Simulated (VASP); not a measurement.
# Ti5Si (R32) in VASP: notebook

The runs below take Ti5Si through single point, with PBE.

Program: VASP 6.6.1. These are calculated values, not measurements. Logs are shortened: lines on timing, memory, paths and dates and some standing lists are left out, and cuts for length are marked.

## (1) The cell of the first run

Symmetry: R32, No. 155, trigonal system. The conventional cell has a = 4.796 Å, b = 4.796 Å, c = 12.649 Å, α = 90.00°, β = 90.00°, γ = 120.00°. Ti (site symmetry 3) has 12 Ti at 2.69 to 3.47 Å and 3 Si at 2.78 Å within 3.6 Å. Ti (site symmetry 2) has 12 Ti at 2.55 to 3.47 Å and 2 Si at 2.57 Å within 3.5 Å. Si (site symmetry 32) has 12 Ti at 2.57 to 2.78 Å within 3.4 Å.

## (2) Single point, PBE (strain -0.050 along x and y, -0.050 along z)

INCAR reads:

```
SYSTEM = Ti5Si
PREC = Accurate
ENCUT = 520
EDIFF = 1E-6
ISMEAR = 0
SIGMA = 0.15
LREAL = .FALSE.
LASPH = .TRUE.
NELM = 60
ALGO = Fast
ISIF = 2
LWAVE = .FALSE.
LCHARG = .TRUE.
GGA = PE
LELF = .TRUE.
LVHAR = .TRUE.
NBANDS = 41
```

KPOINTS reads:

```
regular mesh
0
G
  12 12 12
  0 0 0
```

POSCAR reads:

```
Ti5Si
1.0
    2.3980333910      1.3845052238      4.2164409457
   -2.3980333910      1.3845052238      4.2164409457
    0.0000000000     -2.7690104477      4.2164409457
Ti Si
5 1
Direct
    0.1513621527      0.1513621527      0.1513621527
    0.6045557547      0.3954442453      0.0000000000
    0.0000000000      0.6045557547      0.3954442453
    0.8486378473      0.8486378473      0.8486378473
    0.3954442453      1.0000000000      0.6045557547
    0.5000000000      0.5000000000      0.5000000000
```

Potentials or basis: VASP PAW PBE potentials, release 64 (Ti_sv, Si).

The run is started by

```bash
$ cat potpaw_PBE.64/Ti_sv/POTCAR potpaw_PBE.64/Si/POTCAR > POTCAR
$ mpirun -np 1 vasp_std > vasp.out
```

OUTCAR:

```text
SYSTEM = Ti5Si
   PREC = Accurate
   ENCUT = 520
   EDIFF = 1E-6
   ISMEAR = 0
   LREAL = .FALSE.
   LASPH = .TRUE.
   NELM = 60
   ISIF = 2
   GGA = PE

 ion  position               nearest neighbor table
   1  0.151  0.151  0.151-   2 2.69   3 2.69   5 2.69   2 2.73   3 2.73   5 2.73   6 2.78   6 2.78
                             6 2.78   4 2.80   4 2.80   4 2.80
   2  0.605  0.395  0.000-   5 2.55   3 2.55   3 2.55   5 2.55   6 2.57   6 2.57   4 2.69   1 2.69
                             4 2.73   1 2.73
   3  0.000  0.605  0.395-   5 2.55   5 2.55   2 2.55   2 2.55   6 2.57   6 2.57   1 2.69   4 2.69
                             1 2.73   4 2.73
   4  0.849  0.849  0.849-   2 2.69   5 2.69   3 2.69   2 2.73   5 2.73   3 2.73   6 2.78   6 2.78
                             6 2.78   1 2.80   1 2.80   1 2.80
   5  0.395  0.000  0.605-   3 2.55   3 2.55   2 2.55   2 2.55   6 2.57   6 2.57   4 2.69   1 2.69
                             4 2.73   1 2.73
   6  0.500  0.500  0.500-   3 2.57   5 2.57   5 2.57   3 2.57   2 2.57   2 2.57   4 2.78   1 2.78
                             1 2.78   4 2.78   1 2.78   4 2.78

  LATTYP: Found a trigonal (rhomboedric) cell.
 ALAT       =     5.0443823316
 COS(alpha) =     0.5480145484

  Lattice vectors:

 A1 = (   2.3980333910,   1.3845052238,   4.2164409457)
 A2 = (  -2.3980333910,   1.3845052238,   4.2164409457)
 A3 = (   0.0000000000,  -2.7690104477,   4.2164409457)

Analysis of symmetry for initial positions (statically):
=====================================================================
 Subroutine PRICEL returns:
 Original cell was already a primitive cell.

 Routine SETGRP: Setting up the symmetry group for a
 trigonal (rhombohedral) supercell.

 Subroutine GETGRP returns: Found  6 space group operations
 (whereof  6 operations were pure point group operations)
 out of a pool of 12 trial point group operations.

The static configuration has the point symmetry D_3 .

Analysis of symmetry for dynamics (positions and initial velocities):
=====================================================================
 Subroutine PRICEL returns:
 Original cell was already a primitive cell.

 Routine SETGRP: Setting up the symmetry group for a
 trigonal (rhombohedral) supercell.

 Subroutine GETGRP returns: Found  6 space group operations
 (whereof  6 operations were pure point group operations)
 out of a pool of 12 trial point group operations.

The dynamic configuration has the point symmetry D_3 .

[... 102 lines left out ...]
   LSORBIT =      F    spin-orbit coupling
   LASPH  =      T    aspherical Exc in radial PAW
   ENCUT  =  520.0 eV  38.22 Ry    6.18 a.u.   9.38  9.38  9.38*2*pi/ulx,y,z
   NELM   =     60;   NELMIN=  2; NELMDL= -5     # of ELM steps
   EDIFF  = 0.1E-05   stopping-criterion for ELM
   LREAL  =      F    real-space projection
[... 7 lines left out ...]
   TEBEG  =    0.0;   TEEND  =   0.0 temperature during run
   PSTRESS=    0.0 pullay stress
   NELECT =      64.0000    total number of electrons
   NUPDOWN=      -1.0000    fix difference up-down
   EMIN   =  10.00;   EMAX   =-10.00  energy-range for DOS
   EFERMI =   0.00;   METHOD = LEGACY
   ISMEAR =     0;   SIGMA  =   0.15  broadening in eV -4-tet -1-fermi 0-gaus
   EFERMI_NEDOS =   21; number of points for ismear=-14 and -15
   IALGO  =     68    algorithm
   IMIX   =      4    mixing-type and parameters
     AMIX     =   0.40;   BMIX     =  1.00
     AMIX_MAG =   1.60;   BMIX_MAG =  1.00
  volume/ion in A,a.u.               =      14.00        94.47
  Fermi-wavevector in a.u.,A,eV,Ry     =   1.495268  2.825647 30.420277  2.235827
  Thomas-Fermi vector in A             =   2.607435
   LORBIT       =      0    0 simple, 1 ext, 2 COOP (PROOUT), +10 PAW based schemes
   GGA     = PE    functional components
   LHFCALC =     F    Hartree Fock is set to
   AEXX    =    0.0000 exact exchange contribution
   IVDW    =     0    specifies the selected vdW correction
   LEPSILON=     F    determine dielectric tensor
   LRPA    =     F    only Hartree local field effects (RPA)
 non-spin polarized calculation
 RMM-DIIS sequential band-by-band and
 Gauss-broadening in eV      SIGMA  =   0.15
  energy-cutoff  :      520.00
  volume of cell :       83.99
 maximum number of plane-waves:      2283
 NGX is ok and might be reduce to    40
   NGX = 19   NGY = 19   NGZ = 19

 number of electron      64.0000000 magnetization

 Free energy of the ion-electron system (eV)
  ---------------------------------------------------
  ext. energy  EPLUGINS =         0.00000000
  ---------------------------------------------------
  free energy    TOTEN  =       -45.43441822 eV

  energy without entropy =      -45.37681549  energy(sigma->0) =      -45.40561686

 E-fermi :  10.5503     XC(G=0): -12.3370

 val. band max:       10.5487033720   @ k =   0.2500   0.2500   0.2500
 cond. band min:      10.5532316779   @ k =   0.4167   0.4167   0.3333
 fundamental gap:      0.0045283058
 Fermi energy:        10.5503004224

 k-point     1 :       0.0000    0.0000    0.0000
  band No.  band energies     occupation
      1     -45.9317      2.00000
      2     -45.7588      2.00000
      3     -45.6834      2.00000
      4     -45.4873      2.00000
      5     -45.4873      2.00000
      6     -22.6985      2.00000
[... 1045 lines left out ...]
     40      12.6167      0.00000
     41      12.8763      0.00000

 [... further k-points ...]

------------------------ aborting loop because EDIFF is reached ----------------------------------------

  FORCE on cell =-STRESS in cart. coord.  units (eV):
  Direction    XX          YY          ZZ          XY          YZ          ZX
  --------------------------------------------------------------------------------------
  -------------------------------------------------------------------------------------
  Total       12.3169408     12.3169408     14.4206670     -0.0000000     -0.0000000      0.0000000
  in kB      234.9450718    234.9450718    275.0735501     -0.0000000     -0.0000000      0.0000000
  external PRESSURE =     248.3212312 kB  Pullay stress =       0.0000000 kB

 VOLUME and BASIS-vectors are now :
 -----------------------------------------------------------------------------
  energy-cutoff  :      520.00
  volume of cell :       83.99
      direct lattice vectors                 reciprocal lattice vectors
     2.398033391  1.384505224  4.216440946     0.208504186  0.120379948  0.079055615
    -2.398033391  1.384505224  4.216440946    -0.208504186  0.120379948  0.079055615
     0.000000000 -2.769010448  4.216440946     0.000000000 -0.240759896  0.079055615

 POSITION                                       TOTAL-FORCE (eV/Angst)
 -----------------------------------------------------------------------------------
      0.00000     -0.00000      1.91463         0.000000      0.000000     -0.310861
      0.50146      1.38451      4.21644         0.214024     -0.000000     -0.000000
     -1.44974     -0.25798      4.21644        -0.107012      0.185350      0.000000
      0.00000     -0.00000     10.73469         0.000000     -0.000000      0.310861
      0.94829     -1.12653      4.21644        -0.107012     -0.185350      0.000000
      0.00000     -0.00000      6.32466         0.000000     -0.000000      0.000000
 -----------------------------------------------------------------------------------
    total drift:                               -0.000000      0.000000     -0.000000

  FREE ENERGIE OF THE ION-ELECTRON SYSTEM (eV)
  ---------------------------------------------------
  free  energy   TOTEN  =       -45.4344182227 eV

  energy  without entropy=      -45.3768154940  energy(sigma->0) =      -45.40561686
```

Wall time 59 min (1 thread of Oxide Virtual Turin-like, shared host); peak memory 0.56 GiB.

What came out:

```yaml
Free_energy: -45.4344 eV
Pressure: 24.8 GPa
Largest_force: 0.311 eV/Å
Band_gap_on_the_k_mesh: zero (bands 32 and 33 overlap by 0.60 eV)
```

Forces in eV/Å, atoms in the order of the input:
```
Ti   0.000  0.000 -0.311
Ti   0.214  0.000  0.000
Ti  -0.107  0.185  0.000
Ti   0.000  0.000  0.311
Ti  -0.107 -0.185  0.000
Si   0.000  0.000  0.000
```

Stress tensor (GPa, compression positive):
```
23.49  0.00  0.00
 0.00 23.49  0.00
 0.00  0.00 27.51
```

Caveat: the cell differs from its parent crystal (strain -0.050 along x and y, -0.050 along z); the cell stands under pressure.

## (3) Single point, PBE (strain -0.050 along x and y, -0.025 along z)

INCAR reads:

```
SYSTEM = Ti5Si
ALGO     = Fast           ! electronic algorithm
EDIFF    = 1E-6           ! SCF threshold, eV
ENCUT    = 520            ! plane-wave cutoff, eV
GGA      = PE             ! functional
ISIF     = 2              ! what is computed and relaxed
ISMEAR   = 0              ! smearing method
LASPH    = .True.         ! aspherical terms in the spheres
LCHARG   = .False.        ! write CHGCAR
LREAL    = .False.        ! projectors in reciprocal space
LWAVE    = .False.        ! write WAVECAR
NBANDS   = 41             ! bands
NELM     = 60             ! most SCF steps
PREC     = Accurate       ! precision mode
SIGMA    = 0.15           ! smearing width, eV
```

KPOINTS reads:

```
k-points
0
Gamma
  12 12 12
  0 0 0
```

POSCAR: that of step 2 with these lines changed.

```diff
@@ -2,5 +2,5 @@
 1.0
-    2.3980333910      1.3845052238      4.2164409457
-   -2.3980333910      1.3845052238      4.2164409457
-    0.0000000000     -2.7690104477      4.2164409457
+    2.3980333910      1.3845052238      4.3273999180
+   -2.3980333910      1.3845052238      4.3273999180
+    0.0000000000     -2.7690104477      4.3273999179
 Ti Si
```

Potentials or basis: VASP PAW PBE potentials, release 64 (Ti_sv, Si).

The run is started by

```bash
$ cat potpaw_PBE.64/Ti_sv/POTCAR potpaw_PBE.64/Si/POTCAR > POTCAR
$ mpirun -np 1 vasp_std > vasp.out
```

Wall time 64 min (1 thread of Oxide Virtual Turin-like, shared host); peak memory 0.58 GiB.

It converged, with:

```yaml
Free_energy: -45.7489 eV
Pressure: 19.2 GPa
Largest_force: 0.182 eV/Å
Band_gap_on_the_k_mesh: zero (bands 32 and 33 overlap by 0.62 eV)
```

Forces in eV/Å, atoms in the order of the input:
```
Ti   0.000  0.000 -0.144
Ti   0.182  0.000  0.000
Ti  -0.091  0.158  0.000
Ti   0.000  0.000  0.144
Ti  -0.091 -0.158  0.000
Si   0.000  0.000  0.000
```

Stress tensor (GPa, compression positive):
```
19.77  0.00  0.00
 0.00 19.77  0.00
 0.00  0.00 18.11
```

Levels at points of the mesh, in eV from the Fermi level:
```tsv
k point	band 30	band 31	band 32	band 33	band 34	band 35
(0.00, 0.00, 0.00)	-0.94	-0.88	-0.11	-0.11	0.03	1.16
(0.50, 0.00, 0.00)	-0.87	-0.62	0.40	0.56	0.64	0.78
(0.50, 0.50, 0.00)	-0.70	-0.35	-0.12	-0.07	0.58	0.86
(0.50, 0.50, 0.50)	-0.55	-0.46	-0.36	0.26	0.26	1.04
```

Caveat: the cell differs from its parent crystal (strain -0.050 along x and y, -0.025 along z); the cell stands under pressure.
